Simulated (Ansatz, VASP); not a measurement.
# Be16CO: VASP beside Ansatz

File INCAR:

```
SYSTEM = Be16CO
  PREC = Accurate
  ENCUT = 520
  EDIFF = 1E-7
  ISMEAR = 0
  SIGMA = 0.1
  LREAL = Auto
  LASPH = .True.
  NELM = 60
  ALGO = Normal
  ISIF = 2
  LWAVE = .False.
  LCHARG = .False.
  LDIPOL = .True.
  IDIPOL = 3
  DIPOL = 0.5 0.5 0.311
  GGA = PE
  NBANDS = 36
```

KPOINTS

```
regular mesh
0
Gamma
  6 6 1
  0 0 0
```

POSCAR

```
Be16CO
1.0
    4.5254381410      0.0000000000      0.0000000000
   -2.2627190705      3.9191443934      0.0000000000
    0.0000000000      0.0000000000     23.4761687145
Be C O
16 1 1
Direct
    0.3333333333      0.1666666667      0.1703855535
    0.3333333333      0.6666666667      0.1703855535
    0.8333333333      0.1666666667      0.1703855535
    0.8333333333      0.6666666667      0.1703855535
    0.1666666667      0.3333333333      0.2463521558
    0.1666666667      0.8333333333      0.2463521558
    0.6666666667      0.3333333333      0.2463521558
    0.6666666667      0.8333333333      0.2463521558
    0.3333333333      0.1666666667      0.3241941575
    0.3333333333      0.6666666667      0.3241941575
    0.8333333333      0.1666666667      0.3241941575
    0.8333333333      0.6666666667      0.3241941575
    0.1666666667      0.3333333333      0.4036505628
    0.1666666667      0.8333333333      0.4036505628
    0.6666666667      0.3333333333      0.4036505628
    0.6666666667      0.8333333333      0.4036505628
    0.1666666667      0.3333333333      0.4939549062
    0.2948310525      0.2051689475      0.5186608114
```

Input for Ansatz:

```yaml
crystal:
  lattice:
    - [4.525438141, 0.0, 0.0]
    - [-2.2627190705, 3.9191443934, 0.0]
    - [0.0, 0.0, 23.4761687145]
  atoms:
    - { symbol: Be, position: [0.3333333333, 0.1666666667, 0.1703855535] }
    - { symbol: Be, position: [0.3333333333, 0.6666666667, 0.1703855535] }
    - { symbol: Be, position: [0.8333333333, 0.1666666667, 0.1703855535] }
    - { symbol: Be, position: [0.8333333333, 0.6666666667, 0.1703855535] }
    - { symbol: Be, position: [0.1666666667, 0.3333333333, 0.2463521558] }
    - { symbol: Be, position: [0.1666666667, 0.8333333333, 0.2463521558] }
    - { symbol: Be, position: [0.6666666667, 0.3333333333, 0.2463521558] }
    - { symbol: Be, position: [0.6666666667, 0.8333333333, 0.2463521558] }
    - { symbol: Be, position: [0.3333333333, 0.1666666667, 0.3241941575] }
    - { symbol: Be, position: [0.3333333333, 0.6666666667, 0.3241941575] }
    - { symbol: Be, position: [0.8333333333, 0.1666666667, 0.3241941575] }
    - { symbol: Be, position: [0.8333333333, 0.6666666667, 0.3241941575] }
    - { symbol: Be, position: [0.1666666667, 0.3333333333, 0.4036505628] }
    - { symbol: Be, position: [0.1666666667, 0.8333333333, 0.4036505628] }
    - { symbol: Be, position: [0.6666666667, 0.3333333333, 0.4036505628] }
    - { symbol: Be, position: [0.6666666667, 0.8333333333, 0.4036505628] }
    - { symbol: C, position: [0.1666666667, 0.3333333333, 0.4939549062] }
    - { symbol: O, position: [0.2948310525, 0.2051689475, 0.5186608114] }
basis:
  ecutwfc: 420
kpoints:
  mp_grid: { grid: [6, 6, 1] }
hamiltonian:
  xc: pbe
scf:
  occupations: { method: gaussian, width: 0.1 }
output:
  forces: true
  eigenvalues: true
efield:
  axis: 3
  dipole_correction: true
  ramp_width: 0.04
```

Alike in both runs: task single point; functional PBE; k mesh 6 × 6 × 1; occupations gaussian, width 0.1 eV; no spin polarisation.

```csv
,VASP,Ansatz
version,VASP 6.6.1,Ansatz 0.2.0
potentials or method,"VASP PAW PBE potentials, release 64 (Be, C, O), cutoff 520 eV","scalar-relativistic, plane waves, PAW"
valence electrons in the cell,42,42
```

```csv
,VASP,Ansatz,Ansatz less VASP
gap on the k mesh at the Fermi level (eV),none,none,-
rms of the force components (eV/Å),0.250,0.335,+0.0850
```

Atom by atom the forces differ by 0.153 eV/Å (rms over components). A gap of «none» marks a metal or a gap that the smearing closes. One of these differences is far larger than is usual between the two programs; its cause wasn't traced. The functional is the same, so the differences come from potentials, cutoffs and numerics.

Noted on VASP's run: the standard files for N, O and F lose accuracy on very short bonds.
